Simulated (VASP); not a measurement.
Set up this calculation in VASP 6.6.1, as the native input.

```yaml
Task: single point
Functional: PBE
Potentials_or_basis: VASP PAW PBE potentials, release 64 (Zr_sv)
Cutoff: 520 eV
k_mesh: 9 × 9 × 5
Occupations: gaussian, width 0.026 eV
Spin: no spin polarisation
Dipole_correction: no
Further_INCAR_settings: ALGO = Fast; EDIFF = 1e-06; NBANDS = 19
```

The structure of Zr lies in POSCAR:

```
Zr
1.0
    3.2320000000      0.0000000000      0.0000000000
   -1.6160000000      2.7989941050      0.0000000000
    0.0000000000      0.0000000000      5.1470000000
Zr
2
Direct
    0.6666666667      0.3333333333      0.7500000000
    0.3333333333      0.6666666667      0.2500000000
```

One way to write it, as run:

INCAR

```
ALGO     = Fast           # electronic algorithm
EDIFF    = 1E-6           # SCF threshold, eV
ENCUT    = 520            # plane-wave cutoff, eV
GGA      = PE             # functional
ISIF     = 2              # what is computed and relaxed
ISMEAR   = 0              # smearing method
LASPH    = T              # aspherical terms in the spheres
LCHARG   = F              # write CHGCAR
LREAL    = F              # projectors in reciprocal space
LWAVE    = F              # write WAVECAR
NBANDS   = 19             # bands
NELM     = 60             # most SCF steps
PREC     = Accurate       # precision mode
SIGMA    = 0.026000000000000002 # smearing width, eV
```

KPOINTS

```
k-points
0
Gamma
  9 9 5
```

Potentials or basis: VASP PAW PBE potentials, release 64 (Zr_sv).

Launch:

```bash
$ cat potpaw_PBE.64/Zr_sv/POTCAR > POTCAR
$ mpirun -np 1 vasp_std > vasp.out
```

It gave:

| Item | Value |
| --- | --- |
| Pressure | 0.6 GPa |
| Band gap on the k mesh | zero (band 12 reaches 9.85 eV, above the bottom of band 13 at 8.74 eV) |

It took 15 s on 1 thread of Intel(R) Xeon(R) 6975P-C (Granite Rapids), on a shared host, peak memory 0.16 GiB.
